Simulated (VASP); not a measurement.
A run of VASP 6.6.1:

The input INCAR:

```
PREC = Accurate ; ENCUT = 520
EDIFF = 1E-7 ; ISMEAR = 1
SIGMA = 0.1 ; LREAL = F
LASPH = T ; NELM = 80
ALGO = Normal ; ISIF = 2
LWAVE = F ; LCHARG = T
GGA = PE ; LELF = T
LVHAR = T ; NBANDS = 21
```

File KPOINTS:

```
regular mesh
0
Gamma
  10 10 10
```

File POSCAR:

```
Sn
1.0
   -2.9580647744      2.9580647744      1.6147734578
    2.9580647744     -2.9580647744      1.6147734578
    2.9580647744      2.9580647744     -1.6147734578
Sn
2
Direct
    0.0000000000      0.0000000000      0.0000000000
    0.7500000000      0.2500000000      0.5000000000
```

Potentials or basis: VASP PAW PBE potentials, release 64 (Sn_d).

Launch:

```console
$ cat potpaw_PBE.64/Sn_d/POTCAR > POTCAR
$ mpirun -np 1 vasp_std > vasp.out
```

Hardware: 1 thread of Intel Xeon 8259CL (shared host).

**Question.** Estimate the wall time of this run.

**Answer.** Run time: 3.2 min on 1 thread of Intel Xeon 8259CL, with other jobs on the host, peak memory 0.26 GiB. Counts: scf iterations 13, k points 102.
